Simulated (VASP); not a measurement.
# SrO (Fm-3m) in VASP: notebook

Runs on SrO. Level: LDA. Tasks: single point, relaxation of cell and atoms.

Everything below comes from runs of VASP 6.6.1. Logs are shortened: lines on timing, memory, paths and dates and some standing lists are left out, and cuts for length are marked.

## Step 1: The cell of the first run

It takes space group Fm-3m (No. 225, cubic). Conventional cell: a = 5.064 Å, b = 5.064 Å, c = 5.064 Å, α = 90.00°, β = 90.00°, γ = 90.00°. Sr (site symmetry m-3m) has 6 O at 2.53 Å within 3.3 Å. Within 3.3 Å of O (site symmetry m-3m) lie 6 Sr at 2.53 Å.

## Step 2: Single point, LDA

The input, INCAR:

```
SYSTEM = SrO
  PREC = Accurate
  ENCUT = 520
  EDIFF = 1E-7
  ISMEAR = 0
  SIGMA = 0.02
  LREAL = .False.
  LASPH = .True.
  NELM = 60
  ALGO = Normal
  ISIF = 2
  LWAVE = .False.
  LCHARG = .False.
  GGA = CA
  NBANDS = 15
```

The input, KPOINTS:

```
Automatic mesh
0
Gamma
  8 8 8
  0 0 0
```

The input, POSCAR:

```
SrO
1.0
    0.0000000000      2.5321920343      2.5321920343
    2.5321920343      0.0000000000      2.5321920343
    2.5321920343      2.5321920343      0.0000000000
Sr O
1 1
Direct
    0.0000000000      0.0000000000      0.0000000000
    0.5000000000      0.5000000000      0.5000000000
```

Potentials or basis: VASP PAW LDA potentials, release 64 (Sr_sv, O).

Command:

```bash
$ cat potpaw_LDA.64/Sr_sv/POTCAR potpaw_LDA.64/O/POTCAR > POTCAR
$ mpirun -np 1 vasp_std > vasp.out
```

OUTCAR:

```text
SYSTEM = SrO
   PREC = Accurate
   ENCUT = 520
   EDIFF = 1E-7
   ISMEAR = 0
   LREAL = .False.
   LASPH = .True.
   NELM = 60
   ISIF = 2
   GGA = CA

 ion  position               nearest neighbor table
   1  0.000  0.000  0.000-   2 2.53   2 2.53   2 2.53   2 2.53   2 2.53   2 2.53
   2  0.500  0.500  0.500-   1 2.53   1 2.53   1 2.53   1 2.53   1 2.53   1 2.53

  LATTYP: Found a face centered cubic cell.
 ALAT       =     5.0643840686

  Lattice vectors:

 A1 = (   0.0000000000,   2.5321920343,   2.5321920343)
 A2 = (   2.5321920343,   0.0000000000,   2.5321920343)
 A3 = (   2.5321920343,   2.5321920343,   0.0000000000)

Analysis of symmetry for initial positions (statically):
=====================================================================
 Subroutine PRICEL returns:
 Original cell was already a primitive cell.

 Routine SETGRP: Setting up the symmetry group for a
 face centered cubic supercell.

 Subroutine GETGRP returns: Found 48 space group operations
 (whereof 48 operations were pure point group operations)
 out of a pool of 48 trial point group operations.

The static configuration has the point symmetry O_h .

Analysis of symmetry for dynamics (positions and initial velocities):
=====================================================================
 Subroutine PRICEL returns:
 Original cell was already a primitive cell.

 Routine SETGRP: Setting up the symmetry group for a
 face centered cubic supercell.

 Subroutine GETGRP returns: Found 48 space group operations
 (whereof 48 operations were pure point group operations)
 out of a pool of 48 trial point group operations.

The dynamic configuration has the point symmetry O_h .

 Subroutine INISYM returns: Found 48 space group operations
 (whereof 48 operations are pure point group operations),
 and found     1 'primitive' translations

----------------------------------------------------------------------------------------

                                     Primitive cell

  volume of cell :      32.4728

  direct lattice vectors                    reciprocal lattice vectors
     0.000000000  2.532192034  2.532192034    -0.197457378  0.197457378  0.197457378
     2.532192034  0.000000000  2.532192034     0.197457378 -0.197457378  0.197457378
     2.532192034  2.532192034  0.000000000     0.197457378  0.197457378 -0.197457378

  length of vectors
     3.581060317  3.581060317  3.581060317     0.342006211  0.342006211  0.342006211

  position of ions in fractional coordinates (direct lattice)
     0.000000000  0.000000000  0.000000000
     0.500000000  0.500000000  0.500000000

  ion indices of the primitive-cell ions
   primitive index   ion index
                 1           1
                 2           2

----------------------------------------------------------------------------------------

 KPOINTS: Automatic mesh

Automatic generation of k-mesh.
 Grid dimensions read from file:
 generate k-points for:    8    8    8

 Generating k-lattice:

  Cartesian coordinates                     Fractional coordinates (reciprocal lattice)
    -0.024682172  0.024682172  0.024682172     0.125000000  0.000000000  0.000000000
     0.024682172 -0.024682172  0.024682172     0.000000000  0.125000000  0.000000000
     0.024682172  0.024682172 -0.024682172     0.000000000  0.000000000  0.125000000

  Length of vectors
     0.042750776  0.042750776  0.042750776

  Shift w.r.t. Gamma in fractional coordinates (k-lattice)
     0.000000000  0.000000000  0.000000000

 Subroutine IBZKPT returns following result:
 ===========================================

 Found     29 irreducible k-points:

 Following reciprocal coordinates:
            Coordinates               Weight
  0.000000  0.000000  0.000000      1.000000
  0.125000  0.000000  0.000000      8.000000
  0.250000  0.000000  0.000000      8.000000
  0.375000  0.000000  0.000000      8.000000
  0.500000  0.000000  0.000000      4.000000
  0.125000  0.125000  0.000000      6.000000
[... 16 lines left out ...]
  0.500000  0.250000  0.125000     48.000000
 -0.375000  0.250000  0.125000     24.000000
 [... further k-points ...]
   k-points           NKPTS =     29   k-points in BZ     NKDIM =     29   number of bands    NBANDS=     15
   number of dos      NEDOS =    301   number of ions     NIONS =      2
   total plane-waves  NPLWV =  21952
   dimension x,y,z NGX =    28 NGY =   28 NGZ =   28
   dimension x,y,z NGXF=    56 NGYF=   56 NGZF=   56
   ions per type =               1   1
   NGX,Y,Z   is equivalent  to a cutoff of  13.00, 13.00, 13.00 a.u.
   NGXF,Y,Z  is equivalent  to a cutoff of  26.00, 26.00, 26.00 a.u.
 SYSTEM =  SrO
   PREC   = accura    normal or accurate (medium, high low for compatibility)
   ISTART =      0    job   : 0-new  1-cont  2-samecut
   ICHARG =      2    charge: 1-file 2-atom 10-const
   ISPIN  =      1    spin polarized calculation?
   LNONCOLLINEAR =      F non collinear calculations
   LSORBIT =      F    spin-orbit coupling
   LASPH  =      T    aspherical Exc in radial PAW
   ENCUT  =  520.0 eV  38.22 Ry    6.18 a.u.   6.66  6.66  6.66*2*pi/ulx,y,z
   NELM   =     60;   NELMIN=  2; NELMDL= -5     # of ELM steps
   EDIFF  = 0.1E-06   stopping-criterion for ELM
   LREAL  =      F    real-space projection
   EDIFFG = 0.1E-05   stopping-criterion for IOM
   NSW    =      0    number of steps for IOM
   IBRION =     -1    ionic relax: 0-MD 1-quasi-New 2-CG
   NFREE  =      0    steps in history (QN), initial steepest desc. (CG)
   ISIF   =      2    stress and relaxation
   ISYM   =      2    0-nonsym 1-usesym 2-fastsym
   POTIM  = 0.5000    time-step for ionic-motion
   TEBEG  =    0.0;   TEEND  =   0.0 temperature during run
   PSTRESS=    0.0 pullay stress
   NELECT =      16.0000    total number of electrons
   NUPDOWN=      -1.0000    fix difference up-down
   EMIN   =  10.00;   EMAX   =-10.00  energy-range for DOS
   EFERMI =   0.00;   METHOD = LEGACY
   ISMEAR =     0;   SIGMA  =   0.02  broadening in eV -4-tet -1-fermi 0-gaus
   EFERMI_NEDOS =   21; number of points for ismear=-14 and -15
   IALGO  =     38    algorithm
   IMIX   =      4    mixing-type and parameters
     AMIX     =   0.40;   BMIX     =  1.00
     AMIX_MAG =   1.60;   BMIX_MAG =  1.00
  volume/ion in A,a.u.               =      16.24       109.57
  Fermi-wavevector in a.u.,A,eV,Ry     =   1.293029  2.443470 22.747899  1.671923
  Thomas-Fermi vector in A             =   2.424700
   LORBIT       =      0    0 simple, 1 ext, 2 COOP (PROOUT), +10 PAW based schemes
   GGA     = CA    functional components
   LHFCALC =     F    Hartree Fock is set to
   AEXX    =    0.0000 exact exchange contribution
   IVDW    =     0    specifies the selected vdW correction
   LEPSILON=     F    determine dielectric tensor
   LRPA    =     F    only Hartree local field effects (RPA)
 non-spin polarized calculation
 Gauss-broadening in eV      SIGMA  =   0.02
  energy-cutoff  :      520.00
  volume of cell :       32.47
 maximum number of plane-waves:       893
   NGX = 13   NGY = 13   NGZ = 13

 number of electron      15.9999995 magnetization

 Free energy of the ion-electron system (eV)
  ---------------------------------------------------
  ext. energy  EPLUGINS =         0.00000000
  ---------------------------------------------------
  free energy    TOTEN  =       -13.38672625 eV

  energy without entropy =      -13.38672625  energy(sigma->0) =      -13.38672625

 E-fermi :   1.7622     XC(G=0): -10.7434

 val. band max:        1.5715159312   @ k =   0.0000   0.0000   0.0000
 cond. band min:       4.6314743353   @ k =   0.5000   0.5000   0.0000
 fundamental gap:      3.0599584041
 Fermi energy:         1.7621657391

 k-point     1 :       0.0000    0.0000    0.0000
  band No.  band energies     occupation
      1     -30.3648      2.00000
      2     -13.2471      2.00000
      3     -12.0375      2.00000
      4     -12.0375      2.00000
      5     -12.0375      2.00000
      6       1.5715      2.00000
      7       1.5715      2.00000
      8       1.5715      2.00000
      9       5.7031      0.00000
     10       7.7690      0.00000
     11       7.7690      0.00000
     12       7.7690      0.00000
     13      10.1004      0.00000
     14      10.1004      0.00000
     15      14.2194      0.00000

 k-point     2 :       0.1250    0.0000    0.0000
  band No.  band energies     occupation
      1     -30.3394      2.00000
      2     -13.6594      2.00000
      3     -12.0516      2.00000
      4     -12.0516      2.00000
      5     -11.6841      2.00000
      6       1.0865      2.00000
      7       1.3517      2.00000
      8       1.3517      2.00000
      9       6.4287      0.00000
     10       7.6070      0.00000
     11       8.0964      0.00000
     12       8.0964      0.00000
     13      10.5466      0.00000
     14      10.5466      0.00000
     15      15.2923      0.00000

 k-point     3 :       0.2500    0.0000    0.0000
  band No.  band energies     occupation
      1     -30.2772      2.00000
      2     -14.3059      2.00000
      3     -12.0852      2.00000
      4     -12.0852      2.00000
      5     -11.1803      2.00000
      6       0.2001      2.00000
      7       0.8811      2.00000
      8       0.8811      2.00000
      9       7.5701      0.00000
     10       7.9951      0.00000
     11       8.9887      0.00000
     12       8.9887      0.00000
     13      11.6543      0.00000
     14      11.6543      0.00000
     15      17.4931      0.00000

 k-point     4 :       0.3750    0.0000    0.0000
  band No.  band energies     occupation
      1     -30.2138      2.00000
      2     -14.7908      2.00000
      3     -12.1181      2.00000
      4     -12.1181      2.00000
      5     -10.8382      2.00000
      6      -0.5028      2.00000
      7       0.4727      2.00000
      8       0.4727      2.00000
      9       7.9387      0.00000
     10       9.5323      0.00000
     11      10.0918      0.00000
     12      10.0918      0.00000
     13      13.0240      0.00000
     14      13.0240      0.00000
     15      17.5756      0.00000
[... 307 lines left out ...]
 k-point    22 :       0.3750    0.2500    0.1250
  band No.  band energies     occupation
      1     -30.2319      2.00000
      2     -14.3374      2.00000
      3     -12.3534      2.00000
      4     -12.1575      2.00000
      5     -11.2325      2.00000
      6       0.0062      2.00000
      7       0.8087      2.00000
      8       1.2974      2.00000
      9       6.5412      0.00000
     10       8.3164      0.00000
     11       9.9298      0.00000
     12      10.3502      0.00000
     13      11.8196      0.00000
     14      12.6974      0.00000
     15      18.5335      0.00000

 k-point    23 :       0.5000    0.2500    0.1250
  band No.  band energies     occupation
      1     -30.1816      2.00000
      2     -14.5343      2.00000
      3     -12.4818      2.00000
      4     -12.2479      2.00000
      5     -11.1572      2.00000
      6      -0.0617      2.00000
      7       0.5582      2.00000
      8       1.0422      2.00000
      9       7.0956      0.00000
     10       8.9087      0.00000
     11      10.7623      0.00000
     12      10.8541      0.00000
     13      13.0348      0.00000
     14      14.0112      0.00000
     15      16.2033      0.00000

 k-point    24 :      -0.3750    0.2500    0.1250
  band No.  band energies     occupation
      1     -30.1606      2.00000
      2     -14.6127      2.00000
      3     -12.5092      2.00000
      4     -12.3147      2.00000
      5     -11.1259      2.00000
      6      -0.1079      2.00000
      7       0.6505      2.00000
      8       0.7537      2.00000
      9       7.9856      0.00000
     10       8.3534      0.00000
     11      11.2277      0.00000
     12      11.3193      0.00000
     13      13.6107      0.00000
     14      14.9108      0.00000
     15      15.2712      0.00000

 [... further k-points ...]
[... 5 lines left out ...]
  --------------------------------------------------------------------------------------
  -------------------------------------------------------------------------------------
  Total        0.1695988      0.1695988      0.1695988      0.0000000      0.0000000      0.0000000
  in kB        8.3678393      8.3678393      8.3678393      0.0000000      0.0000000      0.0000000
  external PRESSURE =       8.3678393 kB  Pullay stress =       0.0000000 kB

 VOLUME and BASIS-vectors are now :
 -----------------------------------------------------------------------------
  energy-cutoff  :      520.00
  volume of cell :       32.47
      direct lattice vectors                 reciprocal lattice vectors
     0.000000000  2.532192034  2.532192034    -0.197457378  0.197457378  0.197457378
     2.532192034  0.000000000  2.532192034     0.197457378 -0.197457378  0.197457378
     2.532192034  2.532192034  0.000000000     0.197457378  0.197457378 -0.197457378

 POSITION                                       TOTAL-FORCE (eV/Angst)
 -----------------------------------------------------------------------------------
      0.00000      0.00000      0.00000         0.000000      0.000000      0.000000
      2.53219      2.53219      2.53219        -0.000000     -0.000000     -0.000000
 -----------------------------------------------------------------------------------
    total drift:                                0.000000      0.000000      0.000000

  FREE ENERGIE OF THE ION-ELECTRON SYSTEM (eV)
  ---------------------------------------------------
  free  energy   TOTEN  =       -13.3867262533 eV

  energy  without entropy=      -13.3867262533  energy(sigma->0) =      -13.38672625
```

Run time: 7 s. Hardware: 1 thread of Intel Xeon Platinum 8559C (Emerald Rapids), shared host; peak memory 0.14 GiB.

Results:

```
Free energy            : -13.3867 eV
Pressure               : 0.8 GPa
Band gap on the k mesh : 3.06 eV, indirect (least direct gap 3.11 eV)
```

Levels at points of the mesh, in eV from the valence-band top:
```csv
k point,band 6,band 7,band 8,band 9,band 10,band 11
"(0.00, 0.00, 0.00)",0.00,0.00,0.00,4.13,6.20,6.20
"(0.50, 0.00, 0.00)",-2.34,-1.25,-1.25,6.64,8.63,9.07
"(0.50, 0.50, 0.00)",-0.34,-0.05,-0.05,3.06,8.11,10.49
```

A k mesh can miss the band edges.

## Step 3: Relaxation of cell and atoms, LDA

This run uses another cell than the first one, of 16.97 Å³/atom, 1.045 times its volume.

The input, INCAR:

```
SYSTEM = SrO
PREC = Accurate
ENCUT = 600
EDIFF = 1E-6
ISMEAR = 0
SIGMA = 0.02
LREAL = .False.
LASPH = .True.
NELM = 100
ALGO = Normal
ISIF = 3
LWAVE = .False.
LCHARG = .False.
IBRION = 2
NSW = 100
EDIFFG = -0.005
```

The input, KPOINTS:

```
regular mesh
0
Gamma
  8 8 8
  0 0 0
```

The input, POSCAR:

```
SrO
1.0
    0.0000000000      2.5698000000      2.5698000000
    2.5698000000      0.0000000000      2.5698000000
    2.5698000000      2.5698000000      0.0000000000
Sr O
1 1
Direct
    0.0000000000      0.0000000000      0.0000000000
    0.5000000000      0.5000000000      0.5000000000
```

Potentials or basis: VASP PAW LDA potentials, release 64 (Sr_sv, O).

Command:

```bash
$ cat potpaw_LDA.64/Sr_sv/POTCAR potpaw_LDA.64/O/POTCAR > POTCAR
$ mpirun -np 1 vasp_std > vasp.out
```

It took 17 s on 1 thread of Intel Xeon Platinum 8559C (Emerald Rapids), shared host; peak memory 0.16 GiB.

It converged, with:

```
Free energy                            : -13.3912 eV
Relaxed volume                         : 16.34 Å³/atom
Relaxed cell                           : a = 3.589 Å, b = 3.589 Å, c = 3.589 Å, α = 60.00°, β = 60.00°, γ = 60.00°
Space group after relaxing (to 0.05 Å) : Fm-3m (No. 225)
Energy gained by relaxing              : 7.3 meV/atom
Ionic steps                            : 3
Pressure after relaxing                : 0.0 GPa
Band gap on the k mesh                 : 3.07 eV, indirect (least direct gap 3.12 eV)
```

The path:
```
step  energy change (eV)  largest force (eV/Å)  pressure (GPa)  volume (Å³)
   1              0.0000                0.0000           -3.58        33.94
   2             -0.0111                0.0000            1.94        32.11
   3             -0.0145                0.0000            0.02        32.69
```

Final structure:
```
Sr O
1.0
     0.00000    2.53776    2.53776
     2.53776    0.00000    2.53776
     2.53776    2.53776    0.00000
Sr O
1 1
Direct
  0.00000 0.00000 0.00000
  0.50000 0.50000 0.50000
```

Levels at points of the mesh, in eV from the valence-band top:
```tsv
k point	band 4	band 5	band 6	band 7	band 8	band 9	band 10	band 11	band 12
(0.00, 0.00, 0.00)	-13.64	-13.64	0.00	0.00	0.00	4.08	6.19	6.19	6.19
(0.50, 0.00, 0.00)	-13.73	-12.32	-2.32	-1.24	-1.24	6.61	8.58	9.03	9.03
(0.50, 0.50, 0.00)	-14.07	-14.07	-0.35	-0.05	-0.05	3.07	8.06	10.45	10.52
```

A k mesh can miss the band edges. A hybrid or GW would open this gap; LDA tends to underestimate it.

(Continued in part 2 of 2.)
